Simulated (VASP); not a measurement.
Crystal: TePb.

```xyz
2
Lattice="0.0000 3.2310 3.2310 3.2310 0.0000 3.2310 3.2310 3.2310 0.0000" Properties=species:S:1:pos:R:3 pbc="T T T"
Te    3.2310    3.2310    3.2310
Pb    0.0000    0.0000    0.0000
```

| Property | Result |
| --- | --- |
| Program | VASP 6.6.1 |
| Task | relaxation of cell and atoms |
| Functional | PBE |
| Potentials or basis | VASP PAW PBE potentials, release 64 (Te, Pb_d) |
| Cutoff | 600 eV |
| k mesh | 8 × 8 × 8 |
| Occupations | gaussian, width 0.02 eV |
| Spin | no spin polarisation |

At the start: pressure 2.1 GPa; volume 33.73 Å³/atom.

Task: How do energy, volume and symmetry change on relaxing?

Result: Over 3 steps the energy falls by 10.7 meV/atom and the volume is 35.42 Å³/atom (+5.0 %); space group Fm-3m (No. 225, to 0.05 Å).

Step by step:
| step | energy change (eV) | largest force (eV/Å) | pressure (GPa) | volume (Å³) |
| --- | --- | --- | --- | --- |
| 1 | 0.0000 | 0.0000 | 2.10 | 67.46 |
| 2 | -0.0196 | 0.0000 | -0.55 | 71.87 |
| 3 | -0.0214 | 0.0000 | 0.00 | 70.84 |

Final structure:
```cif
data_structure
_symmetry_space_group_name_H-M 'P 1'
_symmetry_Int_Tables_number 1
_cell_length_a 4.6444
_cell_length_b 4.6444
_cell_length_c 4.6444
_cell_angle_alpha 60.000
_cell_angle_beta 60.000
_cell_angle_gamma 60.000
_cell_volume 70.84
loop_
_atom_site_label
_atom_site_type_symbol
_atom_site_fract_x
_atom_site_fract_y
_atom_site_fract_z
_atom_site_occupancy
Te1 Te 0.50000 0.50000 0.50000 1
Pb1 Pb 0.00000 0.00000 0.00000 1
```
